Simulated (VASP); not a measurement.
# PbO2 (Fm-3m) in VASP: settings compared

The runs below take PbO2 through single point, with PBE, PBE+D3(BJ).

Program: VASP 6.6.1. These are calculated values, not measurements. Logs are shortened: lines on timing, memory, paths and dates and some standing lists are left out, and cuts for length are marked.

## Step 1: The cell of the first run

It takes space group Fm-3m (No. 225, cubic). The conventional cell has a = 5.404 Å, b = 5.404 Å, c = 5.404 Å, α = 90.00°, β = 90.00°, γ = 90.00°. Pb (site symmetry m-3m) has 8 O at 2.34 Å within 3.1 Å. O (site symmetry -43m) has 4 Pb at 2.34 Å and 6 O at 2.70 Å within 3.1 Å.

## Step 2: Single point, PBE

INCAR reads:

```
PREC     = Accurate       # precision mode
ENCUT    = 520            # plane-wave cutoff, eV
EDIFF    = 1E-7           # SCF threshold, eV
ISMEAR   = 0              # smearing method
SIGMA    = 0.1            # smearing width, eV
LREAL    = F              # projectors in reciprocal space
LASPH    = T              # aspherical terms in the spheres
NELM     = 80             # most SCF steps
ALGO     = Normal         # electronic algorithm
ISIF     = 2              # what is computed and relaxed
LWAVE    = F              # write WAVECAR
LCHARG   = F              # write CHGCAR
GGA      = PE             # functional
NBANDS   = 20             # bands
```

KPOINTS reads:

```
Automatic mesh
0
Gamma
  6 6 6
```

POSCAR reads:

```
PbO2
1.0
    0.0000000000      2.7019920000      2.7019920000
    2.7019920000      0.0000000000      2.7019920000
    2.7019920000      2.7019920000      0.0000000000
Pb O
1 2
Direct
    0.0000000000      0.0000000000      0.0000000000
    0.2500000000      0.2500000000      0.2500000000
    0.7500000000      0.7500000000      0.7500000000
```

Potentials or basis: VASP PAW PBE potentials, release 64 (Pb_d, O).

Run with:

```bash
$ cat potpaw_PBE.64/Pb_d/POTCAR potpaw_PBE.64/O/POTCAR > POTCAR
$ mpirun -np 1 vasp_std > vasp.out
```

OUTCAR:

```text
PREC = Accurate
   ENCUT = 520
   EDIFF = 1E-7
   ISMEAR = 0
   LREAL = F
   LASPH = T
   NELM = 80
   ISIF = 2
   GGA = PE

 ion  position               nearest neighbor table
   1  0.000  0.000  0.000-   3 2.34   3 2.34   3 2.34   2 2.34   2 2.34   2 2.34   3 2.34   2 2.34

   2  0.250  0.250  0.250-   1 2.34   1 2.34   1 2.34   1 2.34
   3  0.750  0.750  0.750-   1 2.34   1 2.34   1 2.34   1 2.34

  LATTYP: Found a face centered cubic cell.
 ALAT       =     5.4039840000

  Lattice vectors:

 A1 = (   0.0000000000,   2.7019920000,   2.7019920000)
 A2 = (   2.7019920000,   0.0000000000,   2.7019920000)
 A3 = (   2.7019920000,   2.7019920000,   0.0000000000)

Analysis of symmetry for initial positions (statically):
=====================================================================
 Subroutine PRICEL returns:
 Original cell was already a primitive cell.

 Routine SETGRP: Setting up the symmetry group for a
 face centered cubic supercell.

 Subroutine GETGRP returns: Found 48 space group operations
[... 9 lines left out ...]

 Routine SETGRP: Setting up the symmetry group for a
 face centered cubic supercell.

 Subroutine GETGRP returns: Found 48 space group operations
[... 11 lines left out ...]
                                     Primitive cell

  volume of cell :      39.4532

  direct lattice vectors                    reciprocal lattice vectors
     0.000000000  2.701992000  2.701992000    -0.185048660  0.185048660  0.185048660
     2.701992000  0.000000000  2.701992000     0.185048660 -0.185048660  0.185048660
     2.701992000  2.701992000  0.000000000     0.185048660  0.185048660 -0.185048660

  length of vectors
     3.821193732  3.821193732  3.821193732     0.320513682  0.320513682  0.320513682

  position of ions in fractional coordinates (direct lattice)
     0.000000000  0.000000000  0.000000000
     0.250000000  0.250000000  0.250000000
     0.750000000  0.750000000  0.750000000

  ion indices of the primitive-cell ions
   primitive index   ion index
                 1           1
                 2           2
                 3           3

----------------------------------------------------------------------------------------

 KPOINTS: Automatic mesh

Automatic generation of k-mesh.
 Grid dimensions read from file:
 generate k-points for:    6    6    6

 Generating k-lattice:

  Cartesian coordinates                     Fractional coordinates (reciprocal lattice)
    -0.030841443  0.030841443  0.030841443     0.166666667  0.000000000  0.000000000
     0.030841443 -0.030841443  0.030841443     0.000000000  0.166666667  0.000000000
     0.030841443  0.030841443 -0.030841443     0.000000000  0.000000000  0.166666667

  Length of vectors
     0.053418947  0.053418947  0.053418947

  Shift w.r.t. Gamma in fractional coordinates (k-lattice)
     0.000000000  0.000000000  0.000000000

 Subroutine IBZKPT returns following result:
 ===========================================

 Found     16 irreducible k-points:

 Following reciprocal coordinates:
            Coordinates               Weight
  0.000000  0.000000  0.000000      1.000000
  0.166667  0.000000  0.000000      8.000000
  0.333333  0.000000  0.000000      8.000000
  0.500000  0.000000  0.000000      4.000000
  0.166667  0.166667  0.000000      6.000000
  0.333333  0.166667  0.000000     24.000000
[... 8 lines left out ...]
 -0.333333  0.333333  0.166667     24.000000
 -0.333333  0.500000  0.166667     12.000000
   k-points           NKPTS =     16   k-points in BZ     NKDIM =     16   number of bands    NBANDS=     20
   number of dos      NEDOS =    301   number of ions     NIONS =      3
   total plane-waves  NPLWV =  21952
   dimension x,y,z NGX =    28 NGY =   28 NGZ =   28
   dimension x,y,z NGXF=    56 NGYF=   56 NGZF=   56
   ions per type =               1   2
   NGX,Y,Z   is equivalent  to a cutoff of  12.18, 12.18, 12.18 a.u.
   NGXF,Y,Z  is equivalent  to a cutoff of  24.36, 24.36, 24.36 a.u.
 SYSTEM =  unknown system
   PREC   = accura    normal or accurate (medium, high low for compatibility)
   ISTART =      0    job   : 0-new  1-cont  2-samecut
   ICHARG =      2    charge: 1-file 2-atom 10-const
   ISPIN  =      1    spin polarized calculation?
   LNONCOLLINEAR =      F non collinear calculations
   LSORBIT =      F    spin-orbit coupling
   LASPH  =      T    aspherical Exc in radial PAW
   ENCUT  =  520.0 eV  38.22 Ry    6.18 a.u.   7.10  7.10  7.10*2*pi/ulx,y,z
   NELM   =     80;   NELMIN=  2; NELMDL= -5     # of ELM steps
   EDIFF  = 0.1E-06   stopping-criterion for ELM
   LREAL  =      F    real-space projection
   EDIFFG = 0.1E-05   stopping-criterion for IOM
   NSW    =      0    number of steps for IOM
   IBRION =     -1    ionic relax: 0-MD 1-quasi-New 2-CG
   NFREE  =      0    steps in history (QN), initial steepest desc. (CG)
   ISIF   =      2    stress and relaxation
   ISYM   =      2    0-nonsym 1-usesym 2-fastsym
   POTIM  = 0.5000    time-step for ionic-motion
   TEBEG  =    0.0;   TEEND  =   0.0 temperature during run
   PSTRESS=    0.0 pullay stress
   NELECT =      26.0000    total number of electrons
   NUPDOWN=      -1.0000    fix difference up-down
   EMIN   =  10.00;   EMAX   =-10.00  energy-range for DOS
   EFERMI =   0.00;   METHOD = LEGACY
   ISMEAR =     0;   SIGMA  =   0.10  broadening in eV -4-tet -1-fermi 0-gaus
   EFERMI_NEDOS =   21; number of points for ismear=-14 and -15
   IALGO  =     38    algorithm
   IMIX   =      4    mixing-type and parameters
     AMIX     =   0.40;   BMIX     =  1.00
     AMIX_MAG =   1.60;   BMIX_MAG =  1.00
  volume/ion in A,a.u.               =      13.15        88.75
  Fermi-wavevector in a.u.,A,eV,Ry     =   1.424640  2.692180 27.614384  2.029600
  Thomas-Fermi vector in A             =   2.545110
   LORBIT       =      0    0 simple, 1 ext, 2 COOP (PROOUT), +10 PAW based schemes
   GGA     = PE    functional components
   LHFCALC =     F    Hartree Fock is set to
   AEXX    =    0.0000 exact exchange contribution
   IVDW    =     0    specifies the selected vdW correction
   LEPSILON=     F    determine dielectric tensor
   LRPA    =     F    only Hartree local field effects (RPA)
 non-spin polarized calculation
 Gauss-broadening in eV      SIGMA  =   0.10
  energy-cutoff  :      520.00
  volume of cell :       39.45
 maximum number of plane-waves:      1073
   NGX = 15   NGY = 15   NGZ = 15

 number of electron      25.9999989 magnetization

 Free energy of the ion-electron system (eV)
  ---------------------------------------------------
  ext. energy  EPLUGINS =         0.00000000
  ---------------------------------------------------
  free energy    TOTEN  =       -15.60965970 eV

  energy without entropy =      -15.60842376  energy(sigma->0) =      -15.60904173

 E-fermi :   5.7245     XC(G=0): -11.1434

 val. band max:        5.6268676308   @ k =  -0.3333   0.5000   0.1667
 cond. band min:       5.9365301301   @ k =   0.1667   0.1667   0.0000
 fundamental gap:      0.3096624993
 Fermi energy:         5.7245335228

 k-point     1 :       0.0000    0.0000    0.0000
  band No.  band energies     occupation
      1     -12.8660      2.00000
      2     -10.0603      2.00000
      3     -10.0603      2.00000
      4     -10.0603      2.00000
      5     -10.0554      2.00000
      6      -9.8290      2.00000
[... 12 lines left out ...]
     19      21.2149      0.00000
     20      21.2149      0.00000

 k-point     2 :       0.1667    0.0000    0.0000
  band No.  band energies     occupation
      1     -12.6545      2.00000
      2     -10.9120      2.00000
      3     -10.0306      2.00000
      4     -10.0306      2.00000
      5      -9.8293      2.00000
      6      -9.8293      2.00000
[... 12 lines left out ...]
     19      21.0096      0.00000
     20      21.0096      0.00000

 k-point     3 :       0.3333    0.0000    0.0000
  band No.  band energies     occupation
      1     -12.2927      2.00000
      2     -11.3089      2.00000
      3      -9.9944      2.00000
      4      -9.9944      2.00000
      5      -9.8047      2.00000
      6      -9.8047      2.00000
[... 12 lines left out ...]
     19      20.7826      0.00000
     20      20.7826      0.00000

 k-point     4 :       0.5000    0.0000    0.0000
  band No.  band energies     occupation
      1     -12.2516      2.00000
      2     -11.1948      2.00000
      3      -9.9897      2.00000
      4      -9.9897      2.00000
      5      -9.7779      2.00000
      6      -9.7779      2.00000
[... 12 lines left out ...]
     19      20.7073      0.00000
     20      20.7073      0.00000

 k-point     5 :       0.1667    0.1667    0.0000
  band No.  band energies     occupation
      1     -12.5740      2.00000
      2     -11.0821      2.00000
      3     -10.0012      2.00000
      4     -10.0012      2.00000
      5      -9.8544      2.00000
      6      -9.8130      2.00000
[... 12 lines left out ...]
     19      21.0497      0.00000
     20      21.3299      0.00000
[... 169 lines left out ...]
      6      -9.7649      2.00000
[... 12 lines left out ...]
     19      21.8287      0.00000
     20      22.4259      0.00000

 k-point    14 :       0.5000    0.3333    0.1667
  band No.  band energies     occupation
      1     -11.9196      2.00000
      2     -11.7866      2.00000
      3      -9.8980      2.00000
      4      -9.8831      2.00000
      5      -9.8152      2.00000
      6      -9.5495      2.00000
[... 12 lines left out ...]
     19      21.3094      0.00000
     20      23.3344      0.00000

 k-point    15 :      -0.3333    0.3333    0.1667
  band No.  band energies     occupation
      1     -11.9573      2.00000
      2     -11.7298      2.00000
      3      -9.8913      2.00000
      4      -9.8657      2.00000
      5      -9.7999      2.00000
      6      -9.1187      2.00000
[... 12 lines left out ...]
     19      21.3419      0.00000
     20      23.3170      0.00000

 k-point    16 :      -0.3333    0.5000    0.1667
  band No.  band energies     occupation
      1     -11.9750      2.00000
      2     -11.6906      2.00000
      3      -9.9173      2.00000
      4      -9.8090      2.00000
      5      -9.7944      2.00000
      6      -9.3386      2.00000
[... 12 lines left out ...]
     19      22.1521      0.00000
     20      22.5118      0.00000

------------------------ aborting loop because EDIFF is reached ----------------------------------------

  FORCE on cell =-STRESS in cart. coord.  units (eV):
  Direction    XX          YY          ZZ          XY          YZ          ZX
  --------------------------------------------------------------------------------------
  -------------------------------------------------------------------------------------
  Total        0.0584054      0.0584054      0.0584054      0.0000000      0.0000000     -0.0000000
  in kB        2.3718171      2.3718171      2.3718171      0.0000000      0.0000000     -0.0000000
  external PRESSURE =       2.3718171 kB  Pullay stress =       0.0000000 kB

 VOLUME and BASIS-vectors are now :
 -----------------------------------------------------------------------------
  energy-cutoff  :      520.00
  volume of cell :       39.45
      direct lattice vectors                 reciprocal lattice vectors
     0.000000000  2.701992000  2.701992000    -0.185048660  0.185048660  0.185048660
     2.701992000  0.000000000  2.701992000     0.185048660 -0.185048660  0.185048660
     2.701992000  2.701992000  0.000000000     0.185048660  0.185048660 -0.185048660

 POSITION                                       TOTAL-FORCE (eV/Angst)
 -----------------------------------------------------------------------------------
      0.00000      0.00000      0.00000         0.000000     -0.000000     -0.000000
      1.35100      1.35100      1.35100        -0.000000     -0.000000     -0.000000
      4.05299      4.05299      4.05299         0.000000      0.000000      0.000000
 -----------------------------------------------------------------------------------
    total drift:                                0.000000     -0.000000      0.000000

  FREE ENERGIE OF THE ION-ELECTRON SYSTEM (eV)
  ---------------------------------------------------
  free  energy   TOTEN  =       -15.6096597034 eV

  energy  without entropy=      -15.6084237590  energy(sigma->0) =      -15.60904173
```

It took 7.7 s on 1 thread of Intel Xeon 6975P-C (Granite Rapids), shared host; peak memory 0.16 GiB.

What came out:

```
Free energy            : -15.6097 eV
Pressure               : 0.2 GPa
Band gap on the k mesh : zero (band 13 reaches 5.63 eV, above the bottom of band 14 at 4.44 eV)
```

Caveat: spin-orbit coupling is left out, which moves the levels of the heavy elements.

[end of part 1 of 3]
